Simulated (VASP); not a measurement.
Si2Mo: single point with PBE

Si2Mo:

```xyz
3
Lattice="-1.6000 1.6000 3.9305 1.6000 -1.6000 3.9305 1.6000 1.6000 -3.9305" Properties=species:S:1:pos:R:3 pbc="T T T"
Mo    0.0123    0.0101    0.0035
Si   -0.0144    0.0285    5.2349
Si   -0.0064   -0.0090    2.6133
```

This cell differs from its parent crystal: atoms moved at random.

```yaml
Program: VASP 6.6.1
Task: single point
Functional: PBE
Potentials_or_basis: VASP PAW PBE potentials, release 64 (Mo_sv, Si)
Cutoff: 400 eV
k_mesh: 10 × 10 × 10
Occupations: gaussian, width 0.02 eV
Spin: no spin polarisation
Further_INCAR_settings: ALGO = Normal; EDIFF = 1e-07
```

```
Pressure      : 2.1 GPa
Largest force : 0.412 eV/Å
```

Forces on the atoms (eV/Å):
```
Mo  -0.216  0.002 -0.133
Si   0.157 -0.213 -0.216
Si   0.059  0.210  0.349
```

Stress tensor (GPa, compression positive):
```
 2.68 -0.03  0.07
-0.03  2.69 -0.19
 0.07 -0.19  1.08
```

Levels at points of the mesh, in eV from the Fermi level:
| k point | band 7 | band 8 | band 9 | band 10 | band 11 | band 12 | band 13 | band 14 | band 15 |
| --- | --- | --- | --- | --- | --- | --- | --- | --- | --- |
| (0.00, 0.00, 0.00) | -3.42 | -2.98 | -2.61 | -2.61 | 0.46 | 3.10 | 3.15 | 3.67 | 3.69 |
| (0.50, 0.00, 0.00) | -4.83 | -4.42 | -2.56 | -2.50 | -0.46 | 2.31 | 3.21 | 4.04 | 4.32 |
| (0.00, 0.50, 0.00) | -4.88 | -4.44 | -2.57 | -2.45 | -0.47 | 2.31 | 3.04 | 4.08 | 4.28 |
| (0.00, 0.50, 0.50) | -4.92 | -4.45 | -2.58 | -2.44 | -0.48 | 2.31 | 2.93 | 4.11 | 4.25 |
| (0.50, 0.00, 0.50) | -4.87 | -4.43 | -2.57 | -2.47 | -0.47 | 2.31 | 3.10 | 4.07 | 4.29 |
| (0.50, 0.50, 0.00) | -5.69 | -5.20 | -4.45 | -3.02 | -1.10 | 2.37 | 2.76 | 3.05 | 3.30 |
| (0.00, 0.00, 0.50) | -5.67 | -5.22 | -4.45 | -3.02 | -1.10 | 2.37 | 2.76 | 3.06 | 3.30 |

It took 2.6 min on 1 thread of AMD EPYC 9R45 96-Core Processor (Zen 5) (shared host), peak memory 0.31 GiB.

Caveat: the cell differs from its parent crystal (atoms moved at random).
